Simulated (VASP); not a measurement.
# Ca (P6_3/mmc) in VASP: density of states with revPBE

Aim: the density of states of Ca with revPBE.

All numbers are computed with VASP 6.6.1; they aren't measurements. Logs are shortened: lines on timing, memory, paths and dates and some standing lists are left out, and cuts for length are marked.

## (1) The cell of the first run

The structure is hexagonal, space group P6_3/mmc (No. 194). Conventional cell: a = 3.416 Å, b = 3.416 Å, c = 5.578 Å, α = 90.00°, β = 90.00°, γ = 120.00°. Ca (site symmetry -6m2) has 12 Ca at 3.42 Å within 4.5 Å.

## (2) Density of states, revPBE

Contents of POSCAR:

```
Ca
1.0
    1.7081620000      2.9586210000      0.0000000000
   -1.7081620000      2.9586210000      0.0000000000
    0.0000000000      0.0000000000      5.5784370000
Ca
2
Direct
    0.3333300000      0.3333400000      0.2500000000
    0.6666600000      0.6666700000      0.7500000000
```

Contents of INCAR.step1:

```
ALGO = Normal
EDIFF = 1E-6
ENCUT = 520
GGA = RE
ISIF = 2
ISMEAR = -5
LASPH = True
LCHARG = True
LREAL = False
LWAVE = False
NBANDS = 17
NELM = 60
PREC = Accurate
SIGMA = 0.1
```

Contents of KPOINTS.step1:

```
k-points
0
Gamma
  9 9 5
```

Contents of INCAR.step2:

```
ALGO = Normal
EDIFF = 1E-6
ENCUT = 520
GGA = RE
ICHARG = 11
ISIF = 2
ISMEAR = -5
LASPH = True
LCHARG = False
LORBIT = 11
LREAL = False
LWAVE = False
NBANDS = 17
NEDOS = 2001
NELM = 60
PREC = Accurate
SIGMA = 0.1
```

Contents of KPOINTS.step2:

```
k-points
0
Gamma
  14 14 8
```

Potentials or basis: VASP PAW PBE potentials, release 64 (Ca_sv).

Started as:

```bash
> cat potpaw_PBE.64/Ca_sv/POTCAR > POTCAR
> cp INCAR.step1 INCAR
> cp KPOINTS.step1 KPOINTS
> mpirun -np 1 vasp_std > vasp.out
> cp INCAR.step2 INCAR
> cp KPOINTS.step2 KPOINTS
> mpirun -np 1 vasp_std > vasp.out
```

OUTCAR:

```text
EDIFF = 1E-6
   ENCUT = 520
   GGA = RE
   ICHARG = 11
   ISIF = 2
   ISMEAR = -5
   LASPH = True
   LORBIT = 11
   LREAL = False
   NELM = 60
   PREC = Accurate

 ion  position               nearest neighbor table
   1  0.333  0.333  0.250-
   2  0.667  0.667  0.750-

  LATTYP: Found a hexagonal cell.
 ALAT       =     3.4163219462
 C/A-ratio  =     1.6328780156

  Lattice vectors:

 A1 = (   1.7081620000,  -2.9586210000,   0.0000000000)
 A2 = (   1.7081620000,   2.9586210000,   0.0000000000)
 A3 = (   0.0000000000,   0.0000000000,   5.5784370000)

Analysis of symmetry for initial positions (statically):
=====================================================================
 Subroutine PRICEL returns:
 Original cell was already a primitive cell.

 Routine SETGRP: Setting up the symmetry group for a
 hexagonal supercell.

 Subroutine GETGRP returns: Found  8 space group operations
 (whereof  2 operations were pure point group operations)
 out of a pool of 24 trial point group operations.

The static configuration has the point symmetry C_2 .
 The point group associated with its full space group is D_2h.

Analysis of symmetry for dynamics (positions and initial velocities):
=====================================================================
 Subroutine PRICEL returns:
 Original cell was already a primitive cell.

 Routine SETGRP: Setting up the symmetry group for a
 hexagonal supercell.

 Subroutine GETGRP returns: Found  8 space group operations
 (whereof  2 operations were pure point group operations)
 out of a pool of 24 trial point group operations.

The dynamic configuration has the point symmetry C_2 .
 The point group associated with its full space group is D_2h.

 Subroutine INISYM returns: Found  8 space group operations
 (whereof  2 operations are pure point group operations),
 and found     1 'primitive' translations

----------------------------------------------------------------------------------------

                                     Primitive cell

  volume of cell :      56.3847

  direct lattice vectors                    reciprocal lattice vectors
     1.708162000  2.958621000  0.000000000     0.292712284  0.168997651  0.000000000
    -1.708162000  2.958621000  0.000000000    -0.292712284  0.168997651  0.000000000
     0.000000000  0.000000000  5.578437000     0.000000000  0.000000000  0.179261682

  length of vectors
     3.416321946  3.416321946  5.578437000     0.337995099  0.337995099  0.179261682

  position of ions in fractional coordinates (direct lattice)
     0.333330000  0.333340000  0.250000000
     0.666660000  0.666670000  0.750000000

  ion indices of the primitive-cell ions
   primitive index   ion index
                 1           1
                 2           2

----------------------------------------------------------------------------------------

 KPOINTS: k-points

Automatic generation of k-mesh.
 Grid dimensions read from file:
 generate k-points for:   14   14    8

 Generating k-lattice:

  Cartesian coordinates                     Fractional coordinates (reciprocal lattice)
     0.020908020  0.012071261  0.000000000     0.071428571  0.000000000  0.000000000
    -0.020908020  0.012071261  0.000000000     0.000000000  0.071428571  0.000000000
     0.000000000  0.000000000  0.022407710     0.000000000  0.000000000  0.125000000

  Length of vectors
     0.024142507  0.024142507  0.022407710

  Shift w.r.t. Gamma in fractional coordinates (k-lattice)
     0.000000000  0.000000000  0.000000000

 TETIRR: Found   2352 inequivalent tetrahedra from     9408

 Subroutine IBZKPT returns following result:
 ===========================================

 Found    285 irreducible k-points:

 Following reciprocal coordinates:
            Coordinates               Weight
  0.000000  0.000000  0.000000      1.000000
  0.071429 -0.000000  0.000000      4.000000
  0.071429  0.071429  0.000000      2.000000
  0.142857  0.000000  0.000000      4.000000
  0.142857  0.142857  0.000000      2.000000
  0.214286 -0.000000  0.000000      4.000000
[... 16 lines left out ...]
 -0.071429  0.214286  0.000000      4.000000
  0.357143  0.071429  0.000000      4.000000
 [... further k-points ...]
   k-points           NKPTS =    285   k-points in BZ     NKDIM =    285   number of bands    NBANDS=     17
   number of dos      NEDOS =   2001   number of ions     NIONS =      2
   total plane-waves  NPLWV =  32928
   dimension x,y,z NGX =    28 NGY =   28 NGZ =   42
   dimension x,y,z NGXF=    56 NGYF=   56 NGZF=   84
   ions per type =               2
   NGX,Y,Z   is equivalent  to a cutoff of  13.63, 13.63, 12.52 a.u.
   NGXF,Y,Z  is equivalent  to a cutoff of  27.25, 27.25, 25.03 a.u.
 SYSTEM =  unknown system
   PREC   = accura    normal or accurate (medium, high low for compatibility)
   ISTART =      0    job   : 0-new  1-cont  2-samecut
   ICHARG =     11    charge: 1-file 2-atom 10-const
   ISPIN  =      1    spin polarized calculation?
   LNONCOLLINEAR =      F non collinear calculations
   LSORBIT =      F    spin-orbit coupling
   LASPH  =      T    aspherical Exc in radial PAW
   ENCUT  =  520.0 eV  38.22 Ry    6.18 a.u.   6.35  6.35 10.37*2*pi/ulx,y,z
   NELM   =     60;   NELMIN=  2; NELMDL=  0     # of ELM steps
   EDIFF  = 0.1E-05   stopping-criterion for ELM
   LREAL  =      F    real-space projection
   EDIFFG = 0.1E-04   stopping-criterion for IOM
   NSW    =      0    number of steps for IOM
   IBRION =     -1    ionic relax: 0-MD 1-quasi-New 2-CG
   NFREE  =      0    steps in history (QN), initial steepest desc. (CG)
   ISIF   =      2    stress and relaxation
   ISYM   =      2    0-nonsym 1-usesym 2-fastsym
   POTIM  = 0.5000    time-step for ionic-motion
   TEBEG  =    0.0;   TEEND  =   0.0 temperature during run
   PSTRESS=    0.0 pullay stress
   NELECT =      20.0000    total number of electrons
   NUPDOWN=      -1.0000    fix difference up-down
   EMIN   =  10.00;   EMAX   =-10.00  energy-range for DOS
   EFERMI =   0.00;   METHOD = LEGACY
   ISMEAR =    -5;   SIGMA  =   0.10  broadening in eV -4-tet -1-fermi 0-gaus
   EFERMI_NEDOS =   21; number of points for ismear=-14 and -15
   IALGO  =     38    algorithm
   IMIX   =      4    mixing-type and parameters
     AMIX     =   0.40;   BMIX     =  1.00
     AMIX_MAG =   1.60;   BMIX_MAG =  1.00
  volume/ion in A,a.u.               =      28.19       190.25
  Fermi-wavevector in a.u.,A,eV,Ry     =   1.158861  2.189929 18.272051  1.342958
  Thomas-Fermi vector in A             =   2.295459
   LORBIT       =     11    0 simple, 1 ext, 2 COOP (PROOUT), +10 PAW based schemes
   GGA     = RE    functional components
   LHFCALC =     F    Hartree Fock is set to
   AEXX    =    0.0000 exact exchange contribution
   IVDW    =     0    specifies the selected vdW correction
   LEPSILON=     F    determine dielectric tensor
   LRPA    =     F    only Hartree local field effects (RPA)
 non-spin polarized calculation
 Fermi weights with tetrahedron method with Bloechl corrections
  energy-cutoff  :      520.00
  volume of cell :       56.38
 maximum number of plane-waves:      1538
 NGX is ok and might be reduce to    28

 number of electron      19.9999997 magnetization

 Free energy of the ion-electron system (eV)
  ---------------------------------------------------
  ext. energy  EPLUGINS =         0.00000000
  ---------------------------------------------------
  free energy    TOTEN  =        -2.44493935 eV

  energy without entropy =       -2.44493935  energy(sigma->0) =       -2.44493935

 E-fermi :   3.9133     XC(G=0):  -8.9927

 val. band max:        3.9692061242   @ k =  -0.1429   0.2143   0.0000
 cond. band min:       3.8966610854   @ k =  -0.4286   0.1429   0.0000
 fundamental gap:     -0.0725450388
 Fermi energy:         3.9133133263

 k-point     1 :       0.0000    0.0000    0.0000
  band No.  band energies     occupation
      1     -37.3196      2.00000
      2     -37.2387      2.00000
      3     -18.5817      2.00000
      4     -18.1212      2.00000
      5     -18.1212      2.00000
      6     -18.0525      2.00000
[... 9 lines left out ...]
     16       7.2553      0.00000
     17       7.8444      0.00000

 k-point     2 :       0.0714   -0.0000    0.0000
  band No.  band energies     occupation
      1     -37.3161      2.00000
      2     -37.2370      2.00000
      3     -18.5723      2.00000
      4     -18.1422      2.00000
      5     -18.1278      2.00000
      6     -18.0744      2.00000
[... 9 lines left out ...]
     16       7.3434      0.00000
     17       7.7209      0.00000

 k-point     3 :       0.0714    0.0714    0.0000
  band No.  band energies     occupation
      1     -37.3161      2.00000
      2     -37.2370      2.00000
      3     -18.5723      2.00000
      4     -18.1422      2.00000
      5     -18.1278      2.00000
      6     -18.0744      2.00000
[... 9 lines left out ...]
     16       7.3434      0.00000
     17       7.7136      0.00000

 k-point     4 :       0.1429    0.0000    0.0000
  band No.  band energies     occupation
      1     -37.3060      2.00000
      2     -37.2322      2.00000
      3     -18.5454      2.00000
      4     -18.2013      2.00000
      5     -18.1456      2.00000
      6     -18.1346      2.00000
[... 9 lines left out ...]
     16       7.3334      0.00000
     17       7.5347      0.00000
[... 343 lines left out ...]
      1     -37.2806      2.00000
      2     -37.2217      2.00000
      3     -18.4732      2.00000
      4     -18.3355      2.00000
      5     -18.2794      2.00000
      6     -18.1834      2.00000
[... 9 lines left out ...]
     16       7.7281      0.00000
     17       7.9260      0.00000

 k-point    23 :      -0.0714    0.2143    0.0000
  band No.  band energies     occupation
      1     -37.2806      2.00000
      2     -37.2217      2.00000
      3     -18.4732      2.00000
      4     -18.3355      2.00000
      5     -18.2794      2.00000
      6     -18.1834      2.00000
[... 9 lines left out ...]
     16       7.7281      0.00000
     17       7.9370      0.00000

 k-point    24 :       0.3571    0.0714    0.0000
  band No.  band energies     occupation
      1     -37.2635      2.00000
      2     -37.2162      2.00000
      3     -18.4260      2.00000
      4     -18.4199      2.00000
      5     -18.3547      2.00000
      6     -18.2154      2.00000
[... 9 lines left out ...]
     16       8.1750      0.00000
     17       8.5434      0.00000

 [... further k-points ...]
[... 5 lines left out ...]
  --------------------------------------------------------------------------------------
  -------------------------------------------------------------------------------------
  Total        4.8938118      4.8955643      5.4639472     -0.0000000      0.0000000      0.0000000
  in kB      139.0583036    139.1081004    155.2587747     -0.0000000      0.0000000      0.0000000
  external PRESSURE =     144.4750596 kB  Pullay stress =       0.0000000 kB

 VOLUME and BASIS-vectors are now :
 -----------------------------------------------------------------------------
  energy-cutoff  :      520.00
  volume of cell :       56.38
      direct lattice vectors                 reciprocal lattice vectors
     1.708162000  2.958621000  0.000000000     0.292712284  0.168997651  0.000000000
    -1.708162000  2.958621000  0.000000000    -0.292712284  0.168997651  0.000000000
     0.000000000  0.000000000  5.578437000     0.000000000  0.000000000  0.179261682

 POSITION                                       TOTAL-FORCE (eV/Angst)
 -----------------------------------------------------------------------------------
     -0.00002      1.97242      1.39461         0.000000     -0.000220      0.000000
     -0.00002      3.94482      4.18383         0.000000      0.000220     -0.000000
 -----------------------------------------------------------------------------------
    total drift:                                0.000000      0.000000     -0.000000

  FREE ENERGIE OF THE ION-ELECTRON SYSTEM (eV)
  ---------------------------------------------------
  free  energy   TOTEN  =        -2.4449393486 eV

  energy  without entropy=       -2.4449393486  energy(sigma->0) =       -2.44493935

 total charge

# of ion       s       p       d       tot
------------------------------------------
    1        2.115   5.837   0.287   8.239
    2        2.115   5.837   0.287   8.239
--------------------------------------------------
tot          4.230  11.675   0.573  16.479
```

It took 3 min on 1 thread of AMD EPYC 7R13 (Zen 3), shared host; peak memory 0.32 GiB.

What came out:

```
Valence electrons inside the program's atomic spheres : Ca 8.24
```

Caveat: the PAW data sets were made with another functional, which shifts forces and pressure a little; tetrahedron occupations give inexact forces and stress in metals.
